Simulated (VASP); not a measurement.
AlRu: relaxation of cell and atoms with PBEsol

The system is AlRu.

```xyz
2
Lattice="2.8167 0.0000 0.0000 0.0000 2.8167 0.0000 0.0000 0.0000 2.8167" Properties=species:S:1:pos:R:3 pbc="T T T"
Al    0.0000    0.0000    0.0000
Ru    1.4084    1.4084    1.4084
```

```
Program                : VASP 6.6.1
Task                   : relaxation of cell and atoms
Functional             : PBEsol
Potentials or basis    : VASP PAW PBE potentials, release 64 (Al, Ru_pv)
Cutoff                 : 600 eV
k mesh                 : 14 × 14 × 14
Occupations            : gaussian, width 0.1 eV
Spin                   : no spin polarisation
Target pressure        : 50 GPa
Dipole correction      : no
Further INCAR settings : ALGO = Normal; EDIFF = 1e-06; IBRION = 2; EDIFFG = -0.008; NSW = 70; ISIF = 3
```

- Relaxed volume: 11.23 Å³/atom
- Relaxed cell: a = 2.822 Å, b = 2.822 Å, c = 2.822 Å, α = 90.00°, β = 90.00°, γ = 90.00°
- Space group after relaxing (to 0.1 Å): Pm-3m (No. 221)
- Energy change on relaxing (the run minimises the enthalpy): -19.4 meV/atom
- Ionic steps: 3
- Pressure after relaxing: 50.0 GPa
- Band gap on the k mesh: zero (an odd number of electrons rules out a gap without spin polarisation)

Step by step:
```
step  energy change (eV)  largest force (eV/Å)  pressure (GPa)  volume (Å³)
   1              0.0000                0.0000           52.29        22.35
   2             -0.1543                0.0000           42.80        22.87
   3             -0.0387                0.0000           49.99        22.47
```

Final structure:
```
CELL_PARAMETERS angstrom
2.82179 0.00000 0.00000
0.00000 2.82179 0.00000
0.00000 0.00000 2.82179
ATOMIC_POSITIONS crystal
Al 0.00000 0.00000 0.00000
Ru 0.50000 0.50000 0.50000
```

Levels at points of the mesh, in eV from the Fermi level:
| k point | band 7 | band 8 | band 9 | band 10 | band 11 | band 12 |
| --- | --- | --- | --- | --- | --- | --- |
| (0.00, 0.00, 0.00) | 0.25 | 0.25 | 0.25 | 6.98 | 6.98 | 6.98 |
| (0.50, 0.00, 0.00) | -2.02 | -2.02 | 0.60 | 3.02 | 7.24 | 11.92 |
| (0.50, 0.50, 0.00) | -1.56 | -1.45 | -1.45 | 2.02 | 6.57 | 8.25 |
| (0.50, 0.50, 0.50) | 2.15 | 2.15 | 3.70 | 4.59 | 4.59 | 4.59 |

Wall time 50 s on 1 thread of Intel Xeon 8259CL (shared host), peak memory 0.17 GiB.

Caveat: the cell is relaxed towards a set pressure, so the run minimises the enthalpy, not the energy; the PAW data sets were made with another functional, which shifts forces and pressure a little.
